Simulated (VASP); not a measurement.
Set up this calculation in VASP 6.6.1, as the native input.

```yaml
Task: single point
Functional: r2SCAN
Potentials_or_basis: VASP PAW PBE potentials, release 64 (Al, Ga_d, N)
Cutoff: 520 eV
k_mesh: 6 × 6 × 6
Occupations: gaussian, width 0.02 eV
Spin: no spin polarisation
Dipole_correction: no
Further_INCAR_settings: ALGO = Normal; EDIFF = 1e-06; NBANDS = 31
```

Crystal: Al3GaN4.

```
Al Ga N
1.0
     4.33522    0.00000    0.00000
     0.00000    4.33522    0.00000
     0.00000    0.00000    4.46867
Al Ga N
3 1 4
Direct
  0.50000 0.50000 0.00000
  0.50000 0.00000 0.50000
  0.00000 0.50000 0.50000
  0.00000 0.00000 0.00000
  0.74433 0.74433 0.25535
  0.74433 0.25567 0.74465
  0.25567 0.74433 0.74465
  0.25567 0.25567 0.25535
```

This cell differs from its parent crystal: biaxial strain in the a-b plane: -1.5 %, then relaxed in part.

The input as run:

POSCAR

```
Al3GaN4
1.0
    4.3352187341      0.0000000000      0.0000000000
    0.0000000000      4.3352187341      0.0000000000
    0.0000000000      0.0000000000      4.4686733677
Al Ga N
3 1 4
Direct
    0.5000000000      0.5000000000      0.0000000000
    0.5000000000      0.0000000000      0.5000000000
    0.0000000000      0.5000000000      0.5000000000
    0.0000000000      0.0000000000      0.0000000000
    0.7443324527      0.7443324527      0.2553460152
    0.7443324527      0.2556675473      0.7446539848
    0.2556675473      0.7443324527      0.7446539848
    0.2556675473      0.2556675473      0.2553460152
```

INCAR.step1

```
SYSTEM = Al3GaN4
PREC = Accurate ; ENCUT = 520
ISMEAR = 0 ; SIGMA = 0.02
LREAL = .False. ; LASPH = .True.
NELM = 80 ; NBANDS = 31
GGA = PE ; ALGO = Normal
EDIFF = 1E-4 ; LWAVE = .True.
LCHARG = .False.
```

INCAR.step2

```
SYSTEM = Al3GaN4
PREC = Accurate ; ENCUT = 520
EDIFF = 1E-6 ; ISMEAR = 0
SIGMA = 0.02 ; LREAL = .False.
LASPH = .True. ; NELM = 80
ALGO = Normal ; ISIF = 2
LWAVE = .False. ; LCHARG = .False.
METAGGA = R2SCAN ; LMIXTAU = .True.
NBANDS = 31 ; ISTART = 1
```

KPOINTS

```
Automatic mesh
0
Gamma
  6 6 6
  0 0 0
```

Potentials or basis: VASP PAW PBE potentials, release 64 (Al, Ga_d, N).

Launch:

```sh
$ cat potpaw_PBE.64/Al/POTCAR potpaw_PBE.64/Ga_d/POTCAR potpaw_PBE.64/N/POTCAR > POTCAR
$ cp INCAR.step1 INCAR
$ mpirun -np 1 vasp_std > vasp.out
$ cp INCAR.step2 INCAR
$ mpirun -np 1 vasp_std > vasp.out
```

It gave:

* Pressure: 3.1 GPa
* Largest force: 0.077 eV/Å
* Band gap on the k mesh: 3.91 eV (least direct gap 3.92 eV)

Caveat: the cell differs from its parent crystal (biaxial strain in the a-b plane: -1.5 %, then relaxed in part); the cell stands under pressure; the PAW data sets were made with another functional, which shifts forces and pressure a little.

Wall time 5.2 min on 1 thread of Intel Xeon 8259CL (shared host), peak memory 0.26 GiB.
